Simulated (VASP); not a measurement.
Wanted: the native input for a VASP 6.6.1 run.

* Task: single point
* Functional: PBEsol
* Potentials or basis: VASP PAW PBE potentials, release 64 (Fe_sv)
* Cutoff: 690 eV
* k mesh: 12 × 12 × 12
* Occupations: fermi-dirac, width 0.1 eV
* Spin: collinear spin, ferromagnetic start
* Starting moments: [3.69] μB
* Fixed moment: 3.69 μB
* Hubbard terms: Fe d U = 5.3 eV
* Dipole correction: no
* Further INCAR settings: ALGO = Normal; EDIFF = 1e-06; NBANDS = 18

The structure of Fe lies in POSCAR:

```
Fe
1.0
   -1.4455000000      1.4455000000      1.4455000000
    1.4455000000     -1.4455000000      1.4455000000
    1.4455000000      1.4455000000     -1.4455000000
Fe
1
Direct
    0.0000000000      0.0000000000      0.0000000000
```

One way to write it, as run:

INCAR

```
  PREC = Accurate
  ENCUT = 690
  EDIFF = 1E-6
  ISMEAR = -1
  SIGMA = 0.1
  LREAL = F
  LASPH = T
  NELM = 200
  ALGO = Normal
  ISIF = 2
  LWAVE = F
  LCHARG = F
  ISPIN = 2
  MAGMOM = 3.69
  LORBIT = 11
  NUPDOWN = 3.69
  LMAXMIX = 4
  LDAU = T
  LDAUTYPE = 2
  LDAUL = 2
  LDAUU = 5.3
  LDAUJ = 0
  LDAUPRINT = 1
  GGA = PS
  NBANDS = 18
  GGA_COMPAT = F
```

KPOINTS

```
Automatic mesh
0
Gamma
  12 12 12
```

Potentials or basis: VASP PAW PBE potentials, release 64 (Fe_sv).

The run is started by

```console
$ cat potpaw_PBE.64/Fe_sv/POTCAR > POTCAR
$ mpirun -np 1 vasp_std > vasp.out
```

It gave:

```json
{
  "Pressure": "31.1 GPa",
  "Net moment": "3.69 μB per cell",
  "Site moments": "Fe +3.58 μB",
  "Valence electrons inside the program's atomic spheres": "Fe 13.63"
}
```

Caveat: the cell stands under pressure; the PAW data sets were made with another functional, which shifts forces and pressure a little; the total moment is fixed, so each spin has its own Fermi level and the state may be an excited one; the U is typed as a test and isn't derived for this compound.

It took 28 s on 1 thread of AMD EPYC 9R45 96-Core Processor (Zen 5) (shared host), peak memory 0.14 GiB.
